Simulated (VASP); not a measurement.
# GaN (Pm-3m) in VASP: single point with PBE

Aim: the single point of GaN with PBE.

All numbers are computed with VASP 6.6.1; they aren't measurements. Logs are shortened: lines on timing, memory, paths and dates and some standing lists are left out, and cuts for length are marked.

### 1 The cell of the first run

The structure is cubic, space group Pm-3m (No. 221). The conventional cell has a = 2.741 Å, b = 2.741 Å, c = 2.741 Å, α = 90.00°, β = 90.00°, γ = 90.00°. Ga (site symmetry m-3m) has 8 N at 2.37 Å and 6 Ga at 2.74 Å within 3.1 Å. Within 3.1 Å of N (site symmetry m-3m) lie 8 Ga at 2.37 Å and 6 N at 2.74 Å.

### 2 Single point, PBE

INCAR

```
SYSTEM = GaN
PREC = Accurate ; ENCUT = 520
EDIFF = 1E-6 ; ISMEAR = 0
SIGMA = 0.1 ; LREAL = .False.
LASPH = .True. ; NELM = 80
ALGO = Normal ; ISIF = 2
LWAVE = .False. ; LCHARG = .False.
GGA = PE ; NBANDS = 16
```

KPOINTS

```
regular mesh
0
Gamma
  20 20 20
  0 0 0
```

POSCAR

```
GaN
1.0
    2.7413033788      0.0000000000      0.0000000000
    0.0000000000      2.7413033788      0.0000000000
    0.0000000000      0.0000000000      2.7413987786
Ga N
1 1
Direct
    0.5000000000      0.5000000000      0.5000000000
    0.0000000000      0.0000000000      0.0000000000
```

Potentials or basis: VASP PAW PBE potentials, release 64 (Ga_d, N).

On the command line:

```
$ cat potpaw_PBE.64/Ga_d/POTCAR potpaw_PBE.64/N/POTCAR > POTCAR
$ mpirun -np 1 vasp_std > vasp.out
```

OUTCAR:

```text
SYSTEM = GaN
   PREC = Accurate
   ENCUT = 520
   EDIFF = 1E-6
   ISMEAR = 0
   LREAL = .False.
   LASPH = .True.
   NELM = 80
   ISIF = 2
   GGA = PE

 ion  position               nearest neighbor table
   1  0.500  0.500  0.500-
   2  0.000  0.000  0.000-

  LATTYP: Found a simple tetragonal cell.
 ALAT       =     2.7413033788
 C/A-ratio  =     1.0000348009

  Lattice vectors:

 A1 = (   2.7413033788,   0.0000000000,   0.0000000000)
 A2 = (   0.0000000000,   2.7413033788,   0.0000000000)
 A3 = (   0.0000000000,   0.0000000000,   2.7413987786)

Analysis of symmetry for initial positions (statically):
=====================================================================
 Subroutine PRICEL returns:
 Original cell was already a primitive cell.

 Routine SETGRP: Setting up the symmetry group for a
 simple tetragonal supercell.

 Subroutine GETGRP returns: Found 16 space group operations
 (whereof 16 operations were pure point group operations)
 out of a pool of 16 trial point group operations.

The static configuration has the point symmetry D_4h.

Analysis of symmetry for dynamics (positions and initial velocities):
=====================================================================
 Subroutine PRICEL returns:
 Original cell was already a primitive cell.

 Routine SETGRP: Setting up the symmetry group for a
 simple tetragonal supercell.

 Subroutine GETGRP returns: Found 16 space group operations
 (whereof 16 operations were pure point group operations)
 out of a pool of 16 trial point group operations.

The dynamic configuration has the point symmetry D_4h.

 Subroutine INISYM returns: Found 16 space group operations
 (whereof 16 operations are pure point group operations),
 and found     1 'primitive' translations

----------------------------------------------------------------------------------------

                                     Primitive cell

  volume of cell :      20.6009

  direct lattice vectors                    reciprocal lattice vectors
     2.741303379  0.000000000  0.000000000     0.364789978  0.000000000  0.000000000
     0.000000000  2.741303379  0.000000000     0.000000000  0.364789978  0.000000000
     0.000000000  0.000000000  2.741398779     0.000000000  0.000000000  0.364777284

  length of vectors
     2.741303379  2.741303379  2.741398779     0.364789978  0.364789978  0.364777284

  position of ions in fractional coordinates (direct lattice)
     0.500000000  0.500000000  0.500000000
[... 72 lines left out ...]
   ISPIN  =      1    spin polarized calculation?
   LNONCOLLINEAR =      F non collinear calculations
   LSORBIT =      F    spin-orbit coupling
   LASPH  =      T    aspherical Exc in radial PAW
   ENCUT  =  520.0 eV  38.22 Ry    6.18 a.u.   5.10  5.10  5.10*2*pi/ulx,y,z
   NELM   =     80;   NELMIN=  2; NELMDL= -5     # of ELM steps
   EDIFF  = 0.1E-05   stopping-criterion for ELM
   LREAL  =      F    real-space projection
   EDIFFG = 0.1E-04   stopping-criterion for IOM
   NSW    =      0    number of steps for IOM
   IBRION =     -1    ionic relax: 0-MD 1-quasi-New 2-CG
   NFREE  =      0    steps in history (QN), initial steepest desc. (CG)
   ISIF   =      2    stress and relaxation
   ISYM   =      2    0-nonsym 1-usesym 2-fastsym
   POTIM  = 0.5000    time-step for ionic-motion
   TEBEG  =    0.0;   TEEND  =   0.0 temperature during run
   PSTRESS=    0.0 pullay stress
   NELECT =      18.0000    total number of electrons
   NUPDOWN=      -1.0000    fix difference up-down
   EMIN   =  10.00;   EMAX   =-10.00  energy-range for DOS
   EFERMI =   0.00;   METHOD = LEGACY
   ISMEAR =     0;   SIGMA  =   0.10  broadening in eV -4-tet -1-fermi 0-gaus
   EFERMI_NEDOS =   21; number of points for ismear=-14 and -15
   IALGO  =     38    algorithm
   IMIX   =      4    mixing-type and parameters
     AMIX     =   0.40;   BMIX     =  1.00
     AMIX_MAG =   1.60;   BMIX_MAG =  1.00
  volume/ion in A,a.u.               =      10.30        69.51
  Fermi-wavevector in a.u.,A,eV,Ry     =   1.565081  2.957575 33.327185  2.449479
  Thomas-Fermi vector in A             =   2.667610
   LORBIT       =      0    0 simple, 1 ext, 2 COOP (PROOUT), +10 PAW based schemes
   GGA     = PE    functional components
   LHFCALC =     F    Hartree Fock is set to
   AEXX    =    0.0000 exact exchange contribution
   IVDW    =     0    specifies the selected vdW correction
   LEPSILON=     F    determine dielectric tensor
   LRPA    =     F    only Hartree local field effects (RPA)
 non-spin polarized calculation
 Gauss-broadening in eV      SIGMA  =   0.10
  energy-cutoff  :      520.00
  volume of cell :       20.60
 maximum number of plane-waves:       568
   NGX = 11   NGY = 11   NGZ = 11

 number of electron      18.0000019 magnetization

 Free energy of the ion-electron system (eV)
  ---------------------------------------------------
  ext. energy  EPLUGINS =         0.00000000
  ---------------------------------------------------
  free energy    TOTEN  =        -8.93769915 eV

  energy without entropy =       -8.93136934  energy(sigma->0) =       -8.93453424

 E-fermi :   7.6358     XC(G=0): -12.7459

 val. band max:        7.6279537881   @ k =   0.5000   0.1000   0.4000
 cond. band min:       7.6411506803   @ k =   0.4000   0.2500   0.0500
 fundamental gap:      0.0131968922
 Fermi energy:         7.6358148038

 k-point     1 :       0.0000    0.0000    0.0000
  band No.  band energies     occupation
      1      -9.3736      2.00000
      2      -7.6768      2.00000
      3      -7.6767      2.00000
      4      -7.1764      2.00000
      5      -7.1764      2.00000
      6      -7.1764      2.00000
[... 433 lines left out ...]
      3      -7.5525      2.00000
      4      -7.2354      2.00000
      5      -7.2273      2.00000
      6      -7.1864      2.00000
[... 8 lines left out ...]
     15      24.4465      0.00000
     16      28.5525      0.00000

 [... further k-points ...]
[... 5 lines left out ...]
  --------------------------------------------------------------------------------------
  -------------------------------------------------------------------------------------
  Total        0.0554150      0.0554150      0.0545916      0.0000000     -0.0000000      0.0000000
  in kB        4.3097439      4.3097439      4.2457083      0.0000000     -0.0000000      0.0000000
  external PRESSURE =       4.2883987 kB  Pullay stress =       0.0000000 kB

 VOLUME and BASIS-vectors are now :
 -----------------------------------------------------------------------------
  energy-cutoff  :      520.00
  volume of cell :       20.60
      direct lattice vectors                 reciprocal lattice vectors
     2.741303379  0.000000000  0.000000000     0.364789978  0.000000000  0.000000000
     0.000000000  2.741303379  0.000000000     0.000000000  0.364789978  0.000000000
     0.000000000  0.000000000  2.741398779     0.000000000  0.000000000  0.364777284

 POSITION                                       TOTAL-FORCE (eV/Angst)
 -----------------------------------------------------------------------------------
      1.37065      1.37065      1.37070         0.000000      0.000000      0.000000
      0.00000      0.00000      0.00000         0.000000      0.000000      0.000000
 -----------------------------------------------------------------------------------
    total drift:                               -0.000000      0.000000     -0.000000

  FREE ENERGIE OF THE ION-ELECTRON SYSTEM (eV)
  ---------------------------------------------------
  free  energy   TOTEN  =        -8.9376991468 eV

  energy  without entropy=       -8.9313693351  energy(sigma->0) =       -8.93453424
```

OSZICAR:

```text
N       E                     dE             d eps       ncg     rms          rms(c)
DAV:   1     0.780052379800E+02    0.78005E+02   -0.89231E+03 24848   0.209E+03
DAV:   2    -0.567440209280E+01   -0.83680E+02   -0.77926E+02 27688   0.328E+02
DAV:   3    -0.105124331182E+02   -0.48380E+01   -0.47828E+01 25440   0.638E+01
DAV:   4    -0.105587657135E+02   -0.46333E-01   -0.46318E-01 28376   0.673E+00
DAV:   5    -0.105592687639E+02   -0.50305E-03   -0.50305E-03 26528   0.643E-01    0.721E+00
DAV:   6    -0.914164650295E+01    0.14176E+01   -0.74055E+00 34168   0.406E+01    0.347E+00
DAV:   7    -0.895585160461E+01    0.18579E+00   -0.45627E-01 29136   0.117E+01    0.132E+00
DAV:   8    -0.894418227204E+01    0.11669E-01   -0.13564E-01 24184   0.309E+00    0.919E-01
DAV:   9    -0.893767012877E+01    0.65121E-02   -0.14296E-02 25296   0.983E-01    0.157E-01
DAV:  10    -0.893780978860E+01   -0.13966E-03   -0.56289E-04 27992   0.206E-01    0.180E-01
DAV:  11    -0.893770177098E+01    0.10802E-03   -0.13745E-04 25048   0.818E-02    0.317E-02
DAV:  12    -0.893769895802E+01    0.28130E-05   -0.10300E-05 28816   0.300E-02    0.499E-03
DAV:  13    -0.893769914677E+01   -0.18875E-06   -0.26064E-07 14032   0.706E-03
   1 F= -.89376991E+01 E0= -.89345342E+01  d E =-.632981E-02
```

Run time: 75 s. Hardware: 1 thread of Intel Xeon 6975P-C (Granite Rapids), shared host; peak memory 0.33 GiB.

Results:

```yaml
Free_energy: -8.9377 eV
Pressure: 0.4 GPa
Band_gap_on_the_k_mesh: zero (bands 9 and 10 overlap by 1.74 eV)
```
